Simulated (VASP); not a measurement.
**H: single point with PBE**

H:

```
H
1.0
     5.29960    0.00000    0.00000
    -2.64980    4.58959    0.00000
     0.00000    0.00000    4.06660
H
2
Direct
  0.33333 0.66667 0.25000
  0.66667 0.33333 0.75000
```

| Property | Result |
| --- | --- |
| Program | VASP 6.6.1 |
| Task | single point |
| Functional | PBE |
| Potentials or basis | VASP PAW PBE potentials, release 64 (H) |
| Cutoff | 520 eV |
| k mesh | 6 × 6 × 6 |
| Occupations | gaussian, width 0.05 eV |
| Spin | collinear spin |
| Starting moments | [1.05, 1.05] μB |

```yaml
Pressure: 0.1 GPa
Band_gap_on_the_k_mesh: 6.70 eV (least direct gap 7.27 eV)
Net_moment: 2.00 μB per cell
Site_moments: H +0.38 μB
Valence_electrons_inside_the_program's_atomic_spheres: H 0.38
```

Levels at points of the mesh, in eV from the valence-band top:
Spin up:
```csv
k point,band 1,band 2,band 3,band 4,band 5,band 6,band 7
"(0.00, 0.00, 0.00)",-1.20,0.00,8.00,9.97,9.97,11.01,11.01
"(0.50, 0.00, 0.00)",-0.78,-0.40,6.93,8.69,9.44,11.92,13.03
"(0.00, 0.00, 0.50)",-0.43,-0.43,8.09,8.09,11.92,11.92,11.92
"(0.50, 0.00, 0.50)",-0.37,-0.37,7.76,7.76,10.18,10.18,10.89
```
Spin down:
```csv
k point,band 1,band 2,band 3,band 4,band 5
"(0.00, 0.00, 0.00)",9.90,16.05,16.05,17.59,18.40
"(0.50, 0.00, 0.00)",10.65,13.09,15.19,16.87,19.70
"(0.00, 0.00, 0.50)",12.14,12.14,18.29,18.29,18.29
"(0.50, 0.00, 0.50)",12.92,12.92,15.23,15.23,17.45
```

Wall time 45 s on 1 thread of Intel(R) Xeon(R) 6975P-C (Granite Rapids) (shared host), peak memory 0.24 GiB.

Caveat: the nearest neighbours stand farther apart than a usual bond. A k mesh can miss the band edges.
